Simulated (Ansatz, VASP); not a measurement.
**C in VASP and in Ansatz**

```
C
1.0
     0.00000    1.78579    1.78579
     1.78579    0.00000    1.78579
     1.78579    1.78579    0.00000
C
2
Direct
  0.00000 0.00000 0.00000
  0.25000 0.25000 0.25000
```

Alike in both runs: functional PBE; k mesh 12 × 12 × 12; occupations gaussian, width 0.02 eV; no spin polarisation.

Ansatz relaxed the structure, and its values are those at the end. VASP's run is a single point on that final structure, the one shown.

```csv
,VASP,Ansatz
version,VASP 6.6.1,Ansatz 0.2.0
potentials or method,"VASP PAW PBE potentials, release 64 (C), cutoff 600 eV","scalar-relativistic, plane waves, PAW"
valence electrons in the cell,8,8
```

```tsv
	VASP	Ansatz	Ansatz less VASP
gap on the k mesh at the Fermi level (eV)	4.14	4.15	+0.009
least direct gap on the mesh (eV)	5.58	5.59	+0.007
pressure (GPa)	0.0	0.0	+0.01
```

With one functional, cell and mesh, what is left measures potentials, basis and numerics.
